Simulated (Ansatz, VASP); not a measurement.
# Ge3Os: VASP beside Ansatz

```
Ge Os
1.0
    -2.61043    2.61043    2.61043
     2.61043   -2.61043    2.61043
     2.61043    2.61043   -2.61043
Ge Os
3 1
Direct
  0.00000 0.50000 0.50000
  0.50000 0.00000 0.50000
  0.50000 0.50000 0.00000
  0.00000 0.00000 0.00000
```

Alike in both runs: functional PBE; k mesh 6 × 6 × 6; occupations gaussian, width 0.1 eV; no spin polarisation.

Ansatz relaxed the structure, and its values are those at the end. VASP's run is a single point on that final structure, the one shown.

```csv
,VASP,Ansatz
version,VASP 6.6.1,Ansatz 0.2.0
potentials or method,"VASP PAW PBE potentials, release 64 (Ge_d, Os), cutoff 520 eV","scalar-relativistic, plane waves, PAW"
valence electrons in the cell,50,58
```

|  | VASP | Ansatz | Ansatz less VASP |
| --- | --- | --- | --- |
| gap on the k mesh at the Fermi level (eV) | none | none | - |
| pressure (GPa) | -0.2 | -0.2 | +0.06 |

A gap of «none» marks a metal or a gap that the smearing closes. VASP's potentials hold 50 valence electrons a cell and Ansatz's 58, so a difference there can come from the potentials and not from the codes.

Spin-orbit coupling is off throughout.
